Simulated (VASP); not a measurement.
**In: single point with LDA**

In:

```
CELL_PARAMETERS angstrom
-1.88651 1.88651 1.88651
1.88651 -1.88651 1.88651
1.88651 1.88651 -1.88651
ATOMIC_POSITIONS crystal
In 0.00000 0.00000 0.00000
```

This cell differs from its parent crystal: volume scaled by 1.08.

```json
{
  "Program": "VASP 6.6.1",
  "Task": "single point",
  "Functional": "LDA",
  "Potentials or basis": "VASP PAW LDA potentials, release 64 (In_d)",
  "Cutoff": "520 eV",
  "k mesh": "14 × 14 × 14",
  "Occupations": "fermi-dirac, width 0.1 eV",
  "Spin": "no spin polarisation",
  "Dipole correction": "no",
  "Further INCAR settings": "ALGO = Normal; EDIFF = 1e-06; NBANDS = 12"
}
```

| Item | Value |
| --- | --- |
| Pressure | -3.1 GPa |

Levels at points of the mesh, in eV from the Fermi level:
```tsv
k point	band 3	band 4	band 5	band 6	band 7	band 8	band 9	band 10
(0.00, 0.00, 0.00)	-14.52	-14.26	-14.26	-9.33	10.72	10.72	10.72	13.07
(0.50, 0.00, 0.00)	-14.27	-14.26	-14.09	-3.93	-3.01	5.76	7.26	10.09
(0.50, 0.50, 0.50)	-14.13	-14.13	-14.13	0.75	1.28	1.28	1.28	5.41
```

It took 34 s on 1 thread of Intel Xeon 6975P-C, with other jobs on the host, peak memory 0.15 GiB.

Caveat: spin-orbit coupling is left out, which moves the levels of the heavy elements.
